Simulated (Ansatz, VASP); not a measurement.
# Two plane-wave programs on CdS

```
CELL_PARAMETERS angstrom
0.00000 0.00000 4.00215
6.60373 0.00000 0.00000
0.00000 11.43800 0.00000
ATOMIC_POSITIONS crystal
Cd 0.66667 0.12016 0.50000
Cd 0.66667 0.62016 0.00000
Cd 0.33333 0.68992 0.31008
Cd 0.33333 0.18992 0.81008
Cd 0.00000 0.18992 0.18992
Cd 0.00000 0.68992 0.68992
S 0.16667 0.86932 0.50000
S 0.16667 0.36932 0.00000
S 0.83333 0.81534 0.18466
S 0.83333 0.31534 0.68466
S 0.50000 0.31534 0.31534
S 0.50000 0.81534 0.81534
```

Alike in both runs: task single point; functional PBE; k mesh 4 × 2 × 1; occupations gaussian, width 0.1 eV; no spin polarisation.

|  | VASP | Ansatz |
| --- | --- | --- |
| version | VASP 6.6.1 | Ansatz 0.2.0 |
| potentials or method | VASP PAW PBE potentials, release 64 (Cd, S), cutoff 520 eV | scalar-relativistic, plane waves, PAW |
| valence electrons in the cell | 108 | 156 |

```csv
,VASP,Ansatz,Ansatz less VASP
gap on the k mesh at the Fermi level (eV),0.97,0.97,0.000
least direct gap on the mesh (eV),0.97,0.97,0.000
pressure (GPa),0.3,0.0,-0.31
"traceless stress, the component that is largest in VASP (GPa)",-0.13,-0.13,-0.003
rms of the force components (eV/Å),0.011,0.011,+0.0006
```

Atom by atom the forces differ by 0.003 eV/Å (rms over components). The functional is the same, so the differences come from potentials, cutoffs and numerics. VASP's potentials hold 108 valence electrons a cell and Ansatz's 156, so a difference there can come from the potentials and not from the codes.

The k mesh is coarse, so the values compare programs but aren't converged.
